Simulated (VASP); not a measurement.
The system is NbSnTe4.

```
Nb Sn Te
1.0
     3.52095    0.00000    0.00000
     0.00000    3.52095    0.00000
     0.00000    0.00000   13.26802
Nb Sn Te
1 1 4
Cartesian
  0.0000 0.0000 0.0000
  0.0000 0.0000 6.6340
  1.7605 1.7605 4.8365
  1.7605 1.7605 11.4681
  1.7605 1.7605 1.8000
  1.7605 1.7605 8.4315
```

The cell was built from a structure type or drawn by symmetry, and may not be a known phase.

```yaml
Program: VASP 6.6.1
Task: relaxation of cell and atoms
Functional: PBE
Potentials_or_basis: VASP PAW PBE potentials, release 64 (Nb_sv, Sn_d, Te)
Cutoff: 600 eV
k_mesh: 6 × 6 × 2
Occupations: gaussian, width 0.1 eV
Spin: no spin polarisation
```

At the start: pressure 3.5 GPa; volume 27.41 Å³/atom.

How do energy, volume and symmetry change on relaxing?

Over 23 steps the energy falls by 198.1 meV/atom and the volume is 30.46 Å³/atom (+11.1 %); space group P4/mmm (No. 123, to 0.1 Å) before and after.

The path:
```tsv
step	energy change (eV)	largest force (eV/Å)	pressure (GPa)	volume (Å³)
1	0.0000	2.1601	3.45	164.48
2	-0.4747	1.5297	-1.59	178.94
3	-0.5054	1.3374	-2.74	183.72
4	-0.8040	0.5032	-0.29	178.04
5	-0.8116	0.5324	0.26	177.09
6	-0.9410	0.4184	0.99	176.21
7	-1.0707	0.7101	2.14	174.85
8	-0.8676	1.3731	5.33	171.08
9	-1.0738	0.8637	2.83	173.90
10	-1.1544	0.3377	0.23	180.92
11	-1.1545	0.3070	0.09	181.37
12	-1.1545	0.3177	0.13	181.22
13	-1.1620	0.2491	0.09	181.04
14	-1.1765	0.1402	-0.02	180.50
15	-1.1657	0.3241	-0.12	179.39
16	-1.1790	0.0986	-0.07	180.15
17	-1.1806	0.0713	0.15	179.73
18	-1.1811	0.0507	0.32	179.42
19	-1.1821	0.0475	0.28	179.71
20	-1.1846	0.0632	0.15	180.58
21	-1.1866	0.1165	-0.09	182.33
22	-1.1879	0.0685	0.01	182.56
23	-1.1885	0.0221	0.11	182.78
```

Final structure:
```xyz
6
Lattice="3.4345 0.0000 0.0000 0.0000 3.4345 0.0000 0.0000 0.0000 15.4958" Properties=species:S:1:pos:R:3 pbc="T T T"
Nb    3.4345    0.0000    0.0000
Sn    3.4345    0.0000    7.7479
Te    1.7172    1.7172    5.5350
Te    1.7172    1.7172   13.8155
Te    1.7172    1.7172    1.6803
Te    1.7172    1.7172    9.9608
```

Caveat: a cell axis changed by over 15 % at a fixed basis, so the end point is rough; this functional lacks dispersion, which binds the layers, so the pressure and a relaxed spacing across them are unreliable.
